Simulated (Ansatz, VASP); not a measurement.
# Na: VASP beside Ansatz

The input INCAR:

```
SYSTEM = Na
  ALGO = Normal
  EDIFF = 1E-7
  ENCUT = 520
  ISIF = 2
  ISMEAR = -1
  LASPH = .True.
  LCHARG = .True.
  LELF = .True.
  LREAL = .False.
  LVHAR = .True.
  LWAVE = .False.
  NBANDS = 14
  NELM = 100
  PREC = Accurate
  SIGMA = 0.05
```

The input KPOINTS:

```
k-points
0
Gamma
  8 8 5
  0 0 0
```

Contents of POSCAR:

```
Na
1.0
    3.7919477469      0.0000000000      0.0000000000
   -1.8959738735      3.2839230787      0.0000000000
    0.0000000000      0.0000000000      6.1947561546
Na
2
Direct
    0.6666666667      0.3333333333      0.7500000000
    0.3333333333      0.6666666667      0.2500000000
```

The input input.yaml:

```yaml
crystal:
  lattice:
    - [3.7919477469, 0.0, 0.0]
    - [-1.8959738735, 3.2839230787, 0.0]
    - [0.0, 0.0, 6.1947561546]
  atoms:
    - { symbol: Na, position: [0.6666666667, 0.3333333333, 0.75] }
    - { symbol: Na, position: [0.3333333333, 0.6666666667, 0.25] }
hamiltonian:
  xc: lda
  pseudopotentials: { kind: paw }
kpoints:
  mp_grid: { grid: [8, 8, 5] }
scf:
  occupations: { method: fermi_dirac, width: 0.05 }
output:
  forces: true
  stress: true
  eigenvalues: true
```

Alike in both runs: task single point; functional LDA; k mesh 8 × 8 × 5; occupations fermi-dirac, width 0.05 eV; no spin polarisation.

|  | VASP | Ansatz |
| --- | --- | --- |
| version | VASP 6.6.1 | Ansatz 0.2.0 |
| potentials or method | VASP PAW LDA potentials, release 64 (Na_pv) | Ansatz PAW |
| plane-wave cutoff (eV) | 520 | 420 |
| valence electrons in the cell | 14 | 18 |

|  | VASP | Ansatz | Ansatz less VASP |
| --- | --- | --- | --- |
| gap on the k mesh at the Fermi level (eV) | none | none | - |
| pressure (GPa) | -1.0 | -1.0 | +0.02 |
| traceless stress, the component that is largest in VASP (GPa) | -0.16 | -0.16 | 0.000 |

LDA's correlation is that of Perdew and Zunger in VASP and of Perdew and Wang (1992) in Ansatz. A gap of «none» marks a metal or a gap that the smearing closes. VASP's potentials hold 14 valence electrons a cell and Ansatz's 18, so a difference there can come from the potentials and not from the codes.
